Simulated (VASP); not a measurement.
# MgO in VASP: further runs, part 2 of 2

VASP 6.6.1.

### Step 3. Single point, PBEsol (mode 4 frozen in at -0.202 Å and mode 5 at -0.121 Å (largest displacements))

Contents of INCAR:

```
SYSTEM = MgO
PREC     = Accurate       ! precision mode
ENCUT    = 520            ! plane-wave cutoff, eV
EDIFF    = 1E-7           ! SCF threshold, eV
ISMEAR   = 0              ! smearing method
SIGMA    = 0.05           ! smearing width, eV
LREAL    = .FALSE.        ! projectors in reciprocal space
LASPH    = .TRUE.         ! aspherical terms in the spheres
NELM     = 80             ! most SCF steps
ALGO     = Normal         ! electronic algorithm
ISIF     = 2              ! what is computed and relaxed
LWAVE    = .FALSE.        ! write WAVECAR
LCHARG   = .TRUE.         ! write CHGCAR
GGA      = PS             ! functional
LELF     = .TRUE.         ! ELF
LVHAR    = .TRUE.       
NBANDS   = 11             ! bands
```

Contents of KPOINTS:

```
Automatic mesh
0
G
  10 10 10
  0 0 0
```

Contents of POSCAR:

```
MgO
1.0
    0.0000000000      2.1075959641      2.1075959641
    2.1075959641      0.0000000000      2.1075959641
    2.1075959641      2.1075959641      0.0000000000
Mg O
1 1
Direct
   -0.0126180202      0.0126180202      0.0504720810
    0.5191687594      0.4808312406      0.4233249623
```

Potentials or basis: VASP PAW PBE potentials, release 64 (Mg, O).

On the command line:

```
> cat potpaw_PBE.64/Mg/POTCAR potpaw_PBE.64/O/POTCAR > POTCAR
> mpirun -np 1 vasp_std > vasp.out
```

OUTCAR:

```text
SYSTEM = MgO
   PREC = Accurate
   ENCUT = 520
   EDIFF = 1E-7
   ISMEAR = 0
   LREAL = .FALSE.
   LASPH = .TRUE.
   NELM = 80
   ISIF = 2
   GGA = PS

 ion  position               nearest neighbor table
   1  0.987  0.013  0.050-   2 1.78   2 1.94   2 2.14   2 2.14   2 2.33   2 2.45
   2  0.519  0.481  0.423-   1 1.78   1 1.94   1 2.14   1 2.14   1 2.33   1 2.45

  LATTYP: Found a face centered cubic cell.
 ALAT       =     4.2151919282

  Lattice vectors:

 A1 = (   0.0000000000,   2.1075959641,   2.1075959641)
 A2 = (   2.1075959641,   0.0000000000,   2.1075959641)
 A3 = (   2.1075959641,   2.1075959641,   0.0000000000)

Analysis of symmetry for initial positions (statically):
=====================================================================
 Subroutine PRICEL returns:
 Original cell was already a primitive cell.

 Routine SETGRP: Setting up the symmetry group for a
 face centered cubic supercell.

 Subroutine GETGRP returns: Found  2 space group operations
 (whereof  2 operations were pure point group operations)
 out of a pool of 48 trial point group operations.

The static configuration has the point symmetry C_1h.

Analysis of symmetry for dynamics (positions and initial velocities):
=====================================================================
 Subroutine PRICEL returns:
 Original cell was already a primitive cell.

 Routine SETGRP: Setting up the symmetry group for a
 face centered cubic supercell.

 Subroutine GETGRP returns: Found  2 space group operations
 (whereof  2 operations were pure point group operations)
 out of a pool of 48 trial point group operations.

The dynamic configuration has the point symmetry C_1h.

 Subroutine INISYM returns: Found  2 space group operations
 (whereof  2 operations are pure point group operations),
 and found     1 'primitive' translations

----------------------------------------------------------------------------------------

                                     Primitive cell
[... 114 lines left out ...]
  Thomas-Fermi vector in A             =   2.367778
   LORBIT       =      0    0 simple, 1 ext, 2 COOP (PROOUT), +10 PAW based schemes
   GGA     = PS    functional components
   LHFCALC =     F    Hartree Fock is set to
   AEXX    =    0.0000 exact exchange contribution
   IVDW    =     0    specifies the selected vdW correction
   LEPSILON=     F    determine dielectric tensor
   LRPA    =     F    only Hartree local field effects (RPA)
 non-spin polarized calculation
 Gauss-broadening in eV      SIGMA  =   0.05
  energy-cutoff  :      520.00
  volume of cell :       18.72
 maximum number of plane-waves:       531
 NGX is ok and might be reduce to    24
   NGX = 11   NGY = 11   NGZ = 11

 number of electron       8.0000001 magnetization

 Free energy of the ion-electron system (eV)
  ---------------------------------------------------
  ext. energy  EPLUGINS =         0.00000000
  ---------------------------------------------------
  free energy    TOTEN  =       -12.01330104 eV

  energy without entropy =      -12.01330104  energy(sigma->0) =      -12.01330104

 E-fermi :   3.2386     XC(G=0): -11.2438

 val. band max:        2.9308830254   @ k =   0.1000   0.0000   0.0000
 cond. band min:       7.4795742942   @ k =   0.0000   0.0000   0.0000
 fundamental gap:      4.5486912688
 Fermi energy:         3.2386058189

 k-point     1 :       0.0000    0.0000    0.0000
  band No.  band energies     occupation
      1     -14.2087      2.00000
      2       2.7275      2.00000
      3       2.9211      2.00000
      4       2.9241      2.00000
      5       7.4796      0.00000
      6      18.6695      0.00000
      7      19.2904      0.00000
      8      19.4801      0.00000
      9      22.1379      0.00000
     10      24.5334      0.00000
     11      24.7354      0.00000
[... 309 lines left out ...]
 k-point    24 :       0.1000    0.1000   -0.2000
  band No.  band energies     occupation
      1     -13.4968      2.00000
      2       0.0337      2.00000
      3       2.2567      2.00000
      4       2.4768      2.00000
      5      10.5191      0.00000
      6      15.0366      0.00000
      7      18.6807      0.00000
      8      19.4958      0.00000
      9      22.6535      0.00000
     10      25.2100      0.00000
     11      26.2270      0.00000

 [... further k-points ...]
[... 5 lines left out ...]
  --------------------------------------------------------------------------------------
  -------------------------------------------------------------------------------------
  Total        4.6138368      1.1137306     -0.4218333     -0.7524675      0.0000000      0.0000000
  in kB      394.8032723     95.3012609    -36.0960233    -64.3881941      0.0000000      0.0000000
  external PRESSURE =     151.3361700 kB  Pullay stress =       0.0000000 kB

 VOLUME and BASIS-vectors are now :
 -----------------------------------------------------------------------------
  energy-cutoff  :      520.00
  volume of cell :       18.72
      direct lattice vectors                 reciprocal lattice vectors
     0.000000000  2.107595964  2.107595964    -0.237237122  0.237237122  0.237237122
     2.107595964  0.000000000  2.107595964     0.237237122 -0.237237122  0.237237122
     2.107595964  2.107595964  0.000000000     0.237237122  0.237237122 -0.237237122

 POSITION                                       TOTAL-FORCE (eV/Angst)
 -----------------------------------------------------------------------------------
      0.13297      2.18738      2.10760        -3.043814     -0.806439      0.000000
      1.90560      1.98640      2.10760         3.043814      0.806439      0.000000
 -----------------------------------------------------------------------------------
    total drift:                               -0.000455     -0.000227      0.000001

  FREE ENERGIE OF THE ION-ELECTRON SYSTEM (eV)
  ---------------------------------------------------
  free  energy   TOTEN  =       -12.0133010422 eV

  energy  without entropy=      -12.0133010422  energy(sigma->0) =      -12.01330104
```

Wall time 18 s (1 thread of Intel Xeon 6975P-C (Granite Rapids), shared host); peak memory 0.18 GiB.

What came out:

```yaml
Free_energy: -12.0133 eV
Pressure: 15.1 GPa
Largest_force: 3.149 eV/Å
Band_gap_on_the_k_mesh: 4.55 eV, indirect (least direct gap 4.56 eV)
```

Forces on the atoms (eV/Å):
```
Mg  -3.044 -0.806  0.000
O    3.044  0.806  0.000
```

Levels at points of the mesh, in eV from the valence-band top:
| k point | band 1 | band 2 | band 3 | band 4 | band 5 | band 6 | band 7 | band 8 | band 9 |
| --- | --- | --- | --- | --- | --- | --- | --- | --- | --- |
| (0.00, 0.00, 0.00) | -17.14 | -0.20 | -0.01 | -0.01 | 4.55 | 15.74 | 16.36 | 16.55 | 19.21 |
| (0.50, 0.00, 0.00) | -15.88 | -4.55 | -0.60 | -0.42 | 7.69 | 11.84 | 15.99 | 16.72 | 20.18 |
| (0.00, 0.00, 0.50) | -15.88 | -4.55 | -0.77 | -0.55 | 7.98 | 12.11 | 16.09 | 16.57 | 20.56 |
| (0.50, 0.50, 0.00) | -15.60 | -4.03 | -1.46 | -1.28 | 9.09 | 9.67 | 13.10 | 18.46 | 19.97 |
| (0.00, 0.50, 0.50) | -15.62 | -3.89 | -1.31 | -1.28 | 9.10 | 9.17 | 13.05 | 18.90 | 19.33 |
| (0.50, 0.00, 0.50) | -15.60 | -3.99 | -1.39 | -1.28 | 9.20 | 9.37 | 13.09 | 18.73 | 19.58 |

Caveat: the cell differs from its parent crystal (mode 4 frozen in at -0.202 Å and mode 5 at -0.121 Å (largest displacements)); the PAW data sets were made with another functional, which shifts forces and pressure a little.

### Step 4. Single point, PBEsol (mode 4 frozen in at -0.121 Å and mode 5 at -0.081 Å (largest displacements))

Contents of INCAR:

```
SYSTEM = MgO
PREC = Accurate
ENCUT = 520
EDIFF = 1E-6
ISMEAR = 0
SIGMA = 0.05
LREAL = .FALSE.
LASPH = .TRUE.
NELM = 60
ALGO = Normal
ISIF = 2
LWAVE = .FALSE.
LCHARG = .TRUE.
GGA = PS
LELF = .TRUE.
LVHAR = .TRUE.
NBANDS = 11
```

KPOINTS is that of step 3.

Contents of POSCAR:

```
MgO
1.0
    0.0000000000      2.1075959641      2.1075959641
    2.1075959641      0.0000000000      2.1075959641
    2.1075959641      2.1075959641      0.0000000000
Mg O
1 1
Direct
   -0.0063090101      0.0063090101      0.0315450506
    0.5095843797      0.4904156203      0.4520781014
```

On the command line:

```
> cat potpaw_PBE.64/Mg/POTCAR potpaw_PBE.64/O/POTCAR > POTCAR
> mpirun -np 1 vasp_std > vasp.out
```

Wall time 30 s (1 thread of Intel Xeon Platinum 8559C (Emerald Rapids), shared host); peak memory 0.18 GiB.

It converged, with:

```yaml
Free_energy: -12.3450 eV
Pressure: 5.3 GPa
Largest_force: 1.486 eV/Å
Band_gap_on_the_k_mesh: 4.59 eV, direct
```

Forces on the atoms (eV/Å):
```
Mg  -1.319 -0.685  0.000
O    1.319  0.685  0.000
```

Stress tensor (GPa, compression positive):
```
13.03 -1.93  0.00
-1.93  4.49  0.00
 0.00  0.00 -1.71
```

Levels at points of the mesh, in eV from the valence-band top:
| k point | band 1 | band 2 | band 3 | band 4 | band 5 | band 6 | band 7 | band 8 |
| --- | --- | --- | --- | --- | --- | --- | --- | --- |
| (0.00, 0.00, 0.00) | -17.17 | -0.09 | 0.00 | 0.00 | 4.59 | 15.66 | 15.90 | 16.00 |
| (0.50, 0.00, 0.00) | -15.88 | -4.62 | -0.63 | -0.56 | 7.71 | 12.18 | 16.07 | 16.44 |
| (0.00, 0.00, 0.50) | -15.88 | -4.62 | -0.71 | -0.61 | 7.84 | 12.33 | 16.13 | 16.34 |
| (0.50, 0.50, 0.00) | -15.61 | -4.09 | -1.40 | -1.33 | 9.12 | 9.61 | 13.01 | 18.64 |
| (0.00, 0.50, 0.50) | -15.62 | -4.05 | -1.34 | -1.33 | 9.03 | 9.52 | 13.02 | 18.85 |
| (0.50, 0.00, 0.50) | -15.62 | -4.07 | -1.37 | -1.33 | 9.09 | 9.56 | 13.02 | 18.78 |

Caveat: the cell differs from its parent crystal (mode 4 frozen in at -0.121 Å and mode 5 at -0.081 Å (largest displacements)); the PAW data sets were made with another functional, which shifts forces and pressure a little.

### Step 5. Single point, PBEsol (mode 4 frozen in at -0.202 Å and mode 5 at -0.162 Å (largest displacements))

Contents of INCAR:

```
SYSTEM = MgO
ALGO     = Normal         ! electronic algorithm
EDIFF    = 1E-6           ! SCF threshold, eV
ENCUT    = 520            ! plane-wave cutoff, eV
GGA      = PS             ! functional
ISIF     = 2              ! what is computed and relaxed
ISMEAR   = 0              ! smearing method
LASPH    = .True.         ! aspherical terms in the spheres
LCHARG   = .True.         ! write CHGCAR
LELF     = .True.         ! ELF
LREAL    = .False.        ! projectors in reciprocal space
LVHAR    = .True.       
LWAVE    = .False.        ! write WAVECAR
NBANDS   = 11             ! bands
NELM     = 60             ! most SCF steps
PREC     = Accurate       ! precision mode
SIGMA    = 0.05           ! smearing width, eV
```

Contents of KPOINTS:

```
k-points
0
Gamma
  10 10 10
  0 0 0
```

Contents of POSCAR:

```
MgO
1.0
    0.0000000000      2.1075959641      2.1075959641
    2.1075959641      0.0000000000      2.1075959641
    2.1075959641      2.1075959641      0.0000000000
Mg O
1 1
Direct
   -0.0063090101      0.0063090101      0.0567810911
    0.5095843797      0.4904156203      0.4137405826
```

On the command line:

```
> cat potpaw_PBE.64/Mg/POTCAR potpaw_PBE.64/O/POTCAR > POTCAR
> mpirun -np 1 vasp_std > vasp.out
```

It used 20 s of CPU time on 1 thread of Intel(R) Xeon(R) Platinum 8559C (Emerald Rapids), on a shared host.

It converged, with:

```yaml
Free_energy: -11.9408 eV
Pressure: 17.7 GPa
Largest_force: 3.068 eV/Å
Band_gap_on_the_k_mesh: 4.51 eV, indirect (least direct gap 4.54 eV)
```

Forces on the atoms (eV/Å):
```
Mg  -2.729 -1.402  0.000
O    2.729  1.402  0.000
```

Stress tensor (GPa, compression positive):
```
37.18 -9.04  0.00
-9.04 20.00  0.00
 0.00  0.00 -4.09
```

Levels at points of the mesh, in eV from the valence-band top:
```csv
k point,band 2,band 3,band 4,band 5,band 6,band 7
"(0.00, 0.00, 0.00)",-0.26,-0.02,-0.02,4.51,15.69,16.50
"(0.50, 0.00, 0.00)",-4.55,-0.61,-0.38,7.66,11.70,15.95
"(0.00, 0.00, 0.50)",-4.55,-0.83,-0.54,8.03,12.03,16.03
"(0.50, 0.50, 0.00)",-4.03,-1.50,-1.29,8.96,9.80,13.11
"(0.00, 0.50, 0.50)",-3.90,-1.35,-1.29,8.99,9.26,13.05
"(0.50, 0.00, 0.50)",-3.96,-1.39,-1.28,9.04,9.37,13.08
```

Caveat: the cell differs from its parent crystal (mode 4 frozen in at -0.202 Å and mode 5 at -0.162 Å (largest displacements)); the PAW data sets were made with another functional, which shifts forces and pressure a little. A k mesh can miss the band edges.

### Step 6. Single point, PBEsol (mode 4 frozen in at -0.162 Å and mode 5 at -0.121 Å (largest displacements))

Contents of INCAR:

```
SYSTEM = MgO
PREC     = Accurate       ! precision mode
ENCUT    = 520            ! plane-wave cutoff, eV
EDIFF    = 1E-6           ! SCF threshold, eV
ISMEAR   = 0              ! smearing method
SIGMA    = 0.05           ! smearing width, eV
LREAL    = .FALSE.        ! projectors in reciprocal space
LASPH    = .TRUE.         ! aspherical terms in the spheres
NELM     = 80             ! most SCF steps
ALGO     = Normal         ! electronic algorithm
ISIF     = 2              ! what is computed and relaxed
LWAVE    = .FALSE.        ! write WAVECAR
LCHARG   = .TRUE.         ! write CHGCAR
GGA      = PS             ! functional
LELF     = .TRUE.         ! ELF
LVHAR    = .TRUE.       
NBANDS   = 11             ! bands
```

Contents of KPOINTS:

```
regular mesh
0
G
  10 10 10
  0 0 0
```

Contents of POSCAR:

```
MgO
1.0
    0.0000000000      2.1075959641      2.1075959641
    2.1075959641      0.0000000000      2.1075959641
    2.1075959641      2.1075959641      0.0000000000
Mg O
1 1
Direct
   -0.0063090101      0.0063090101      0.0441630709
    0.5095843797      0.4904156203      0.4329093420
```

Potentials or basis: VASP PAW PBE potentials, release 64 (Mg, O).

On the command line:

```
> cat potpaw_PBE.64/Mg/POTCAR potpaw_PBE.64/O/POTCAR > POTCAR
> mpirun -np 1 vasp_std > vasp.out
```

Wall time 30 s (1 thread of Intel Xeon Platinum 8559C (Emerald Rapids), shared host); peak memory 0.18 GiB.

It converged, with:

```yaml
Free_energy: -12.1785 eV
Pressure: 10.5 GPa
Largest_force: 2.213 eV/Å
Band_gap_on_the_k_mesh: 4.57 eV, direct
```

Forces in eV/Å, atoms in the order of the input:
```
Mg  -1.955 -1.037  0.000
O    1.955  1.037  0.000
```

Stress tensor (GPa, compression positive):
```
23.45 -4.54  0.00
-4.54 10.87  0.00
 0.00  0.00 -2.89
```

Levels at points of the mesh, in eV from the valence-band top:
```tsv
k point	band 2	band 3	band 4	band 5	band 6	band 7
(0.00, 0.00, 0.00)	-0.16	0.00	0.00	4.57	15.69	16.17
(0.50, 0.00, 0.00)	-4.58	-0.61	-0.47	7.69	11.96	16.01
(0.00, 0.00, 0.50)	-4.58	-0.76	-0.57	7.93	12.20	16.09
(0.50, 0.50, 0.00)	-4.06	-1.44	-1.30	9.16	9.58	13.07
(0.00, 0.50, 0.50)	-3.97	-1.34	-1.30	9.14	9.28	13.05
(0.50, 0.00, 0.50)	-4.01	-1.37	-1.30	9.22	9.33	13.06
```

Caveat: the cell differs from its parent crystal (mode 4 frozen in at -0.162 Å and mode 5 at -0.121 Å (largest displacements)); the PAW data sets were made with another functional, which shifts forces and pressure a little.
